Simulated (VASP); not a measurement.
Write the native input for VASP 6.6.1 that does the following.

| Quantity | Value |
| --- | --- |
| Task | single point |
| Functional | PBE |
| Potentials or basis | VASP PAW PBE potentials, release 64 (In_d, Bi_d) |
| Cutoff | 520 eV |
| k mesh | 12 × 12 × 4 |
| Occupations | gaussian, width 0.1 eV |
| Spin | no spin polarisation |
| Dipole correction | no |
| Further INCAR settings | ALGO = Fast; EDIFF = 1e-06; NBANDS = 42 |

The structure of In3Bi2 lies in POSCAR:

```
In3Bi2
1.0
    3.5073827762      0.0000000000      0.0000000000
   -1.7536913881      3.0374825850      0.0000000000
    0.0000000000      0.0000000000     13.8736932808
In Bi
3 2
Direct
    0.6666666667      0.3333333333      0.8088925493
    0.0000000000      0.0000000000      0.0000000000
    0.3333333333      0.6666666667      0.1911074507
    0.6666666667      0.3333333333      0.3899789885
    0.3333333333      0.6666666667      0.6100210115
```

The cell was built from a structure type or drawn by symmetry, and may not be a known phase.

One way to write it, as run:

INCAR

```
SYSTEM = In3Bi2
ALGO = Fast
EDIFF = 1E-6
ENCUT = 520
GGA = PE
ISIF = 2
ISMEAR = 0
LASPH = .TRUE.
LCHARG = .TRUE.
LELF = .TRUE.
LREAL = .FALSE.
LVHAR = .TRUE.
LWAVE = .FALSE.
NBANDS = 42
NELM = 60
PREC = Accurate
SIGMA = 0.1
```

KPOINTS

```
k-points
0
G
  12 12 4
  0 0 0
```

Potentials or basis: VASP PAW PBE potentials, release 64 (In_d, Bi_d).

The run is started by

```bash
$ cat potpaw_PBE.64/In_d/POTCAR potpaw_PBE.64/Bi_d/POTCAR > POTCAR
$ mpirun -np 1 vasp_std > vasp.out
```

It gave:

The pressure is 0.0 GPa and the band gap on the k mesh is zero (an odd number of electrons rules out a gap without spin polarisation).

Caveat: spin-orbit coupling is left out, which moves the levels of the heavy elements.

Run time: 14 min on 1 thread of Intel Xeon 8259CL, on a shared host, peak memory 0.51 GiB.
